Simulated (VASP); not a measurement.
Set up this calculation in VASP 6.6.1, as the native input.

- Task: electric field gradients
- Functional: LDA
- Potentials or basis: VASP PAW LDA potentials, release 64 (Mo_sv, S)
- Cutoff: 520 eV
- k mesh: 15 × 15 × 15
- Occupations: fermi-dirac, width 0.05 eV
- Spin: no spin polarisation
- Dipole correction: no
- Further INCAR settings: ALGO = Normal; EDIFF = 1e-08; NBANDS = 20

The structure of MoS2 lies in POSCAR:

```
MoS2
1.0
    1.5708859406      0.9069514207      6.0822325872
   -1.5708859406      0.9069514207      6.0822325872
    0.0000000000     -1.8139028413      6.0822325872
Mo S
1 2
Direct
    0.0000000000      0.0000000000      0.0000000000
    0.7484000000      0.7484000000      0.7484000000
    0.5849000000      0.5849000000      0.5849000000
```

These files were run (other wordings do the same):

INCAR

```
SYSTEM = MoS2
  PREC = Accurate
  ENCUT = 520
  EDIFF = 1E-8
  ISMEAR = -1
  SIGMA = 0.05
  LREAL = .False.
  LASPH = .True.
  NELM = 100
  ALGO = Normal
  ISIF = 2
  LWAVE = .False.
  LCHARG = .False.
  LEFG = .True.
  NBANDS = 20
```

KPOINTS

```
regular mesh
0
Gamma
  15 15 15
  0 0 0
```

Potentials or basis: VASP PAW LDA potentials, release 64 (Mo_sv, S).

Command:

```bash
$ cat potpaw_LDA.64/Mo_sv/POTCAR potpaw_LDA.64/S/POTCAR > POTCAR
$ mpirun -np 1 vasp_std > vasp.out
```

Results of the run:

```yaml
Pressure: 5.0 GPa
Largest_force: 1.221 eV/Å
Band_gap_on_the_k_mesh: 0.62 eV (least direct gap 1.67 eV)
Largest_electric_field_gradient_by_atom: Mo -98.9; S -65.5, -63.9 V/Å²
```

Caveat: the cell stands under pressure; without QUAD_EFG the Cq values of the log hold for a quadrupole moment of 1 mb, not for the nuclei; an odd mesh through Γ misses points on the zone boundary, where band edges can lie; forces of over 1 eV/Å act on the atoms, so gaps and moduli don't describe the material at rest.

Wall time 9.8 min on 1 thread of AMD EPYC 9R45 96-Core Processor (Zen 5), with other jobs on the host, peak memory 0.47 GiB.
